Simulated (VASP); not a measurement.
Set up this calculation in VASP 6.6.1, as the native input.

| Quantity | Value |
| --- | --- |
| Task | electric field gradients |
| Functional | LDA |
| Potentials or basis | VASP PAW LDA potentials, release 64 (Zn, Se) |
| Cutoff | 520 eV |
| k mesh | 6 × 6 × 6 |
| Occupations | gaussian, width 0.01 eV |
| Spin | no spin polarisation |
| Dipole correction | no |
| Further INCAR settings | ALGO = Normal; EDIFF = 1e-08; NBANDS = 60 |

The structure of ZnSe2 lies in POSCAR:

```
ZnSe2
1.0
    6.1726348114      0.0000000000      0.0000000000
    0.0000000000      6.1726348114      0.0000000000
    0.0000000000      0.0000000000      6.1726348114
Zn Se
4 8
Direct
    0.5000000000      0.5000000000      0.0000000000
    0.5000000000      0.0000000000      0.5000000000
    0.0000000000      0.5000000000      0.5000000000
    0.0000000000      0.0000000000      0.0000000000
    0.1106348264      0.8893651736      0.3893651736
    0.8893651736      0.3893651736      0.1106348264
    0.3893651736      0.1106348264      0.8893651736
    0.6106348264      0.6106348264      0.6106348264
    0.8893651736      0.1106348264      0.6106348264
    0.1106348264      0.6106348264      0.8893651736
    0.6106348264      0.8893651736      0.1106348264
    0.3893651736      0.3893651736      0.3893651736
```

One way to write it, as run:

INCAR

```
SYSTEM = ZnSe2
  ALGO = Normal
  EDIFF = 1E-8
  ENCUT = 520
  ISIF = 2
  ISMEAR = 0
  LASPH = .TRUE.
  LCHARG = .FALSE.
  LEFG = .TRUE.
  LREAL = .FALSE.
  LWAVE = .FALSE.
  NBANDS = 60
  NELM = 80
  PREC = Accurate
  SIGMA = 0.01
```

KPOINTS

```
k-points
0
G
  6 6 6
  0 0 0
```

Potentials or basis: VASP PAW LDA potentials, release 64 (Zn, Se).

Run with:

```bash
$ cat potpaw_LDA.64/Zn/POTCAR potpaw_LDA.64/Se/POTCAR > POTCAR
$ mpirun -np 1 vasp_std > vasp.out
```

It gave:

| Quantity | Value |
| --- | --- |
| Pressure | 0.3 GPa |
| Largest force | 0.027 eV/Å |
| Band gap on the k mesh | 0.66 eV (least direct gap 0.71 eV) |
| Largest electric field gradient by atom | Zn +7.5; Se +438.5 V/Å² |

Caveat: semilocal functionals underestimate gaps, and a narrow one can read as zero; without QUAD_EFG the Cq values of the log hold for a quadrupole moment of 1 mb, not for the nuclei.

Wall time 13 min on 1 thread of AMD EPYC 7R13, with other jobs on the host, peak memory 0.41 GiB.
